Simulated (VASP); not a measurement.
# W (Pbcm) in VASP: single point with PBE

Aim: the single point of W with PBE.

All numbers are computed with VASP 6.6.1; they aren't measurements. Logs are shortened: lines on timing, memory, paths and dates and some standing lists are left out, and cuts for length are marked.

### 1 The cell of the first run

The typed cell holds 4 atoms: a = 2.810 Å, b = 4.864 Å, c = 4.924 Å, α = 90.00°, β = 90.00°, γ = 90.00°.

### 2 Single point, PBE

The input, INCAR:

```
PREC = Accurate
ENCUT = 520
EDIFF = 1E-6
ISMEAR = -1
SIGMA = 0.05
LREAL = F
LASPH = T
NELM = 60
ALGO = Normal
ISIF = 2
LWAVE = F
LCHARG = T
GGA = PE
LELF = T
LVHAR = T
NBANDS = 36
```

The input, KPOINTS:

```
regular mesh
0
Gamma
  7 5 5
```

The input, POSCAR:

```
W
1.0
    2.8096620000      0.0000000000      0.0000000000
    0.0000000000      4.8638700000      0.0000000000
    0.0000000000      0.0000000000      4.9236950000
W
4
Direct
    0.7503117540      0.9997297362      0.7500000000
    0.2496882460      0.4997297362      0.7500000000
    0.2496882460      0.0002702638      0.2500000000
    0.7503117540      0.5002702638      0.2500000000
```

Potentials or basis: VASP PAW PBE potentials, release 64 (W_sv).

The run is started by

```console
> cat potpaw_PBE.64/W_sv/POTCAR > POTCAR
> mpirun -np 1 vasp_std > vasp.out
```

OUTCAR:

```text
PREC = Accurate
   ENCUT = 520
   EDIFF = 1E-6
   ISMEAR = -1
   LREAL = F
   LASPH = T
   NELM = 60
   ISIF = 2
   GGA = PE

 ion  position               nearest neighbor table
   1  0.750  1.000  0.750-   2 2.81   2 2.81   2 2.81   2 2.81   3 2.83   3 2.83   3 2.84   3 2.84
                             4 3.46   4 3.46   4 3.46   4 3.46
   2  0.250  0.500  0.750-   1 2.81   1 2.81   1 2.81   1 2.81   4 2.83   4 2.83   4 2.84   4 2.84
                             3 3.46   3 3.46   3 3.46   3 3.46
   3  0.250  0.000  0.250-   4 2.81   4 2.81   4 2.81   4 2.81   1 2.83   1 2.83   1 2.84   1 2.84
                             2 3.46   2 3.46   2 3.46   2 3.46
   4  0.750  0.500  0.250-   3 2.81   3 2.81   3 2.81   3 2.81   2 2.83   2 2.83   2 2.84   2 2.84
                             1 3.46   1 3.46   1 3.46   1 3.46

  LATTYP: Found a simple orthorhombic cell.
 ALAT       =     2.8096620000
 B/A-ratio  =     1.7311228183
 C/A-ratio  =     1.7524154151

  Lattice vectors:

 A1 = (   2.8096620000,   0.0000000000,   0.0000000000)
 A2 = (   0.0000000000,   4.8638700000,   0.0000000000)
 A3 = (   0.0000000000,   0.0000000000,   4.9236950000)

Analysis of symmetry for initial positions (statically):
=====================================================================
 Subroutine PRICEL returns:
 Original cell was already a primitive cell.

 Routine SETGRP: Setting up the symmetry group for a
 simple orthorhombic supercell.

 Subroutine GETGRP returns: Found  8 space group operations
 (whereof  2 operations were pure point group operations)
 out of a pool of  8 trial point group operations.

The static configuration has the point symmetry S_2 .
 The point group associated with its full space group is D_2h.

Analysis of symmetry for dynamics (positions and initial velocities):
=====================================================================
 Subroutine PRICEL returns:
 Original cell was already a primitive cell.

 Routine SETGRP: Setting up the symmetry group for a
 simple orthorhombic supercell.

 Subroutine GETGRP returns: Found  8 space group operations
 (whereof  2 operations were pure point group operations)
 out of a pool of  8 trial point group operations.

The dynamic configuration has the point symmetry S_2 .
 The point group associated with its full space group is D_2h.

 Subroutine INISYM returns: Found  8 space group operations
 (whereof  2 operations are pure point group operations),
 and found     1 'primitive' translations

----------------------------------------------------------------------------------------

                                     Primitive cell

  volume of cell :      67.2864

  direct lattice vectors                    reciprocal lattice vectors
     2.809662000  0.000000000  0.000000000     0.355914697  0.000000000  0.000000000
     0.000000000  4.863870000  0.000000000     0.000000000  0.205597600  0.000000000
     0.000000000  0.000000000  4.923695000     0.000000000  0.000000000  0.203099501

  length of vectors
     2.809662000  4.863870000  4.923695000     0.355914697  0.205597600  0.203099501

  position of ions in fractional coordinates (direct lattice)
     0.750311754  0.999729736  0.750000000
     0.249688246  0.499729736  0.750000000
     0.249688246  0.000270264  0.250000000
     0.750311754  0.500270264  0.250000000

  ion indices of the primitive-cell ions
   primitive index   ion index
                 1           1
                 2           2
                 3           3
                 4           4

----------------------------------------------------------------------------------------

 KPOINTS: regular mesh

Automatic generation of k-mesh.
 Grid dimensions read from file:
 generate k-points for:    7    5    5

 Generating k-lattice:

  Cartesian coordinates                     Fractional coordinates (reciprocal lattice)
     0.050844957  0.000000000  0.000000000     0.142857143  0.000000000  0.000000000
     0.000000000  0.041119520  0.000000000     0.000000000  0.200000000  0.000000000
     0.000000000  0.000000000  0.040619900     0.000000000  0.000000000  0.200000000

  Length of vectors
     0.050844957  0.041119520  0.040619900

  Shift w.r.t. Gamma in fractional coordinates (k-lattice)
     0.000000000  0.000000000  0.000000000

 Subroutine IBZKPT returns following result:
 ===========================================

 Found     36 irreducible k-points:

 Following reciprocal coordinates:
            Coordinates               Weight
  0.000000  0.000000  0.000000      1.000000
  0.142857  0.000000  0.000000      2.000000
  0.285714  0.000000  0.000000      2.000000
  0.428571  0.000000  0.000000      2.000000
  0.000000  0.200000  0.000000      2.000000
  0.142857  0.200000  0.000000      4.000000
[... 16 lines left out ...]
  0.285714  0.400000  0.200000      8.000000
  0.428571  0.400000  0.200000      8.000000
 [... further k-points ...]
   k-points           NKPTS =     36   k-points in BZ     NKDIM =     36   number of bands    NBANDS=     36
   number of dos      NEDOS =    301   number of ions     NIONS =      4
   total plane-waves  NPLWV =  34560
   dimension x,y,z NGX =    24 NGY =   36 NGZ =   40
   dimension x,y,z NGXF=    48 NGYF=   72 NGZF=   80
   ions per type =               4
   NGX,Y,Z   is equivalent  to a cutoff of  14.20, 12.30, 13.51 a.u.
   NGXF,Y,Z  is equivalent  to a cutoff of  28.40, 24.61, 27.01 a.u.
 SYSTEM =  unknown system
   PREC   = accura    normal or accurate (medium, high low for compatibility)
   ISTART =      0    job   : 0-new  1-cont  2-samecut
   ICHARG =      2    charge: 1-file 2-atom 10-const
   ISPIN  =      1    spin polarized calculation?
   LNONCOLLINEAR =      F non collinear calculations
   LSORBIT =      F    spin-orbit coupling
   LASPH  =      T    aspherical Exc in radial PAW
   ENCUT  =  520.0 eV  38.22 Ry    6.18 a.u.   5.22  9.04  9.15*2*pi/ulx,y,z
   NELM   =     60;   NELMIN=  2; NELMDL= -5     # of ELM steps
   EDIFF  = 0.1E-05   stopping-criterion for ELM
   LREAL  =      F    real-space projection
[... 7 lines left out ...]
   TEBEG  =    0.0;   TEEND  =   0.0 temperature during run
   PSTRESS=    0.0 pullay stress
   NELECT =      56.0000    total number of electrons
   NUPDOWN=      -1.0000    fix difference up-down
   EMIN   =  10.00;   EMAX   =-10.00  energy-range for DOS
   EFERMI =   0.00;   METHOD = LEGACY
   ISMEAR =    -1;   SIGMA  =   0.05  broadening in eV -4-tet -1-fermi 0-gaus
   EFERMI_NEDOS =   21; number of points for ismear=-14 and -15
   IALGO  =     38    algorithm
   IMIX   =      4    mixing-type and parameters
     AMIX     =   0.40;   BMIX     =  1.00
     AMIX_MAG =   1.60;   BMIX_MAG =  1.00
  volume/ion in A,a.u.               =      16.82       113.52
  Fermi-wavevector in a.u.,A,eV,Ry     =   1.539909  2.910006 32.263772  2.371320
  Thomas-Fermi vector in A             =   2.646071
   LORBIT       =      0    0 simple, 1 ext, 2 COOP (PROOUT), +10 PAW based schemes
   GGA     = PE    functional components
   LHFCALC =     F    Hartree Fock is set to
   AEXX    =    0.0000 exact exchange contribution
   IVDW    =     0    specifies the selected vdW correction
   LEPSILON=     F    determine dielectric tensor
   LRPA    =     F    only Hartree local field effects (RPA)
 non-spin polarized calculation
  energy-cutoff  :      520.00
  volume of cell :       67.29
 maximum number of plane-waves:      1827
 NGX is ok and might be reduce to    24
   NGX = 11   NGY = 19   NGZ = 19

 number of electron      56.0000006 magnetization

 Free energy of the ion-electron system (eV)
  ---------------------------------------------------
  ext. energy  EPLUGINS =         0.00000000
  ---------------------------------------------------
  free energy    TOTEN  =       -50.33835190 eV

  energy without entropy =      -50.31623986  energy(sigma->0) =      -50.32729588

 E-fermi :  10.5514     XC(G=0): -13.2864

 val. band max:       10.5372716963   @ k =   0.0000   0.0000   0.0000
 cond. band min:      10.5601605370   @ k =   0.4286   0.0000   0.2000
 fundamental gap:      0.0228888407
 Fermi energy:        10.5514192429

 k-point     1 :       0.0000    0.0000    0.0000
  band No.  band energies     occupation
      1     -63.5938      2.00000
      2     -63.5133      2.00000
      3     -63.5038      2.00000
      4     -63.4322      2.00000
      5     -28.3648      2.00000
      6     -28.3360      2.00000
[... 28 lines left out ...]
     35      15.2413      0.00000
     36      15.4490      0.00000

 k-point     2 :       0.1429    0.0000    0.0000
  band No.  band energies     occupation
      1     -63.5779      2.00000
      2     -63.5049      2.00000
      3     -63.4963      2.00000
      4     -63.4322      2.00000
      5     -28.2987      2.00000
      6     -28.2725      2.00000
[... 28 lines left out ...]
     35      12.9504      0.00000
     36      13.4175      0.00000

 k-point     3 :       0.2857    0.0000    0.0000
  band No.  band energies     occupation
      1     -63.5378      2.00000
      2     -63.4855      2.00000
      3     -63.4795      2.00000
      4     -63.4366      2.00000
      5     -28.1180      2.00000
      6     -28.0997      2.00000
[... 28 lines left out ...]
     35      12.7858      0.00000
     36      13.2314      0.00000

 k-point     4 :       0.4286    0.0000    0.0000
  band No.  band energies     occupation
      1     -63.4908      2.00000
      2     -63.4691      2.00000
      3     -63.4670      2.00000
      4     -63.4546      2.00000
      5     -27.9968      2.00000
      6     -27.9363      2.00000
[... 28 lines left out ...]
     35      13.2320      0.00000
     36      13.2944      0.00000

 k-point     5 :       0.0000    0.2000    0.0000
  band No.  band energies     occupation
      1     -63.5853      2.00000
      2     -63.5124      2.00000
      3     -63.5056      2.00000
      4     -63.4400      2.00000
      5     -28.3152      2.00000
      6     -28.2688      2.00000
[... 655 lines left out ...]
 k-point    22 :       0.1429    0.4000    0.2000
  band No.  band energies     occupation
      1     -63.5432      2.00000
      2     -63.5182      2.00000
      3     -63.4865      2.00000
      4     -63.4638      2.00000
      5     -28.1350      2.00000
      6     -28.0823      2.00000
[... 28 lines left out ...]
     35      12.6717      0.00000
     36      13.1644      0.00000

 k-point    23 :       0.2857    0.4000    0.2000
  band No.  band energies     occupation
      1     -63.5130      2.00000
      2     -63.4953      2.00000
      3     -63.4734      2.00000
      4     -63.4580      2.00000
      5     -28.1061      2.00000
      6     -28.0854      2.00000
[... 28 lines left out ...]
     35      13.6496      0.00000
     36      13.6934      0.00000

 k-point    24 :       0.4286    0.4000    0.2000
  band No.  band energies     occupation
      1     -63.4808      2.00000
      2     -63.4737      2.00000
      3     -63.4659      2.00000
      4     -63.4612      2.00000
      5     -28.2199      2.00000
      6     -28.2005      2.00000
[... 28 lines left out ...]
     35      15.1287      0.00000
     36      15.2134      0.00000

 [... further k-points ...]
[... 5 lines left out ...]
  --------------------------------------------------------------------------------------
  -------------------------------------------------------------------------------------
  Total        6.6526961     -6.1964182     -7.2876344      0.0000000      0.0000000      0.0000000
  in kB      158.4094514   -147.5448725   -173.5281684      0.0000000      0.0000000      0.0000000
  external PRESSURE =     -54.2211965 kB  Pullay stress =       0.0000000 kB

 VOLUME and BASIS-vectors are now :
 -----------------------------------------------------------------------------
  energy-cutoff  :      520.00
  volume of cell :       67.29
      direct lattice vectors                 reciprocal lattice vectors
     2.809662000  0.000000000  0.000000000     0.355914697  0.000000000  0.000000000
     0.000000000  4.863870000  0.000000000     0.000000000  0.205597600  0.000000000
     0.000000000  0.000000000  4.923695000     0.000000000  0.000000000  0.203099501

 POSITION                                       TOTAL-FORCE (eV/Angst)
 -----------------------------------------------------------------------------------
      2.10812      4.86256      3.69277        -0.006688      0.005778      0.000000
      0.70154      2.43062      3.69277         0.006688      0.005778      0.000000
      0.70154      0.00131      1.23092         0.006688     -0.005778      0.000000
      2.10812      2.43325      1.23092        -0.006688     -0.005778      0.000000
 -----------------------------------------------------------------------------------
    total drift:                               -0.000000      0.000000     -0.000000

  FREE ENERGIE OF THE ION-ELECTRON SYSTEM (eV)
  ---------------------------------------------------
  free  energy   TOTEN  =       -50.3383519032 eV

  energy  without entropy=      -50.3162398628  energy(sigma->0) =      -50.32729588
```

It took 37 s on 1 thread of Intel Xeon Platinum 8488C (Sapphire Rapids), shared host; peak memory 0.21 GiB.

What came out:

- Free energy: -50.3384 eV
- Pressure: -5.4 GPa
- Largest force: 0.009 eV/Å
- Band gap on the k mesh: zero (bands 28 and 29 overlap by 1.78 eV)

Forces in eV/Å, atoms in the order of the input:
```
W   -0.007  0.006  0.000
W    0.007  0.006  0.000
W    0.007 -0.006  0.000
W   -0.007 -0.006  0.000
```

Stress tensor (GPa, compression positive):
```
 15.84   0.00   0.00
  0.00 -14.75   0.00
  0.00   0.00 -17.35
```

Caveat: the stress differs along the axes, from -17 to 16 GPa; spin-orbit coupling is left out, which moves the levels of the heavy elements.

The gap in the log of VASP goes by the Fermi energy; the results here count the filled bands.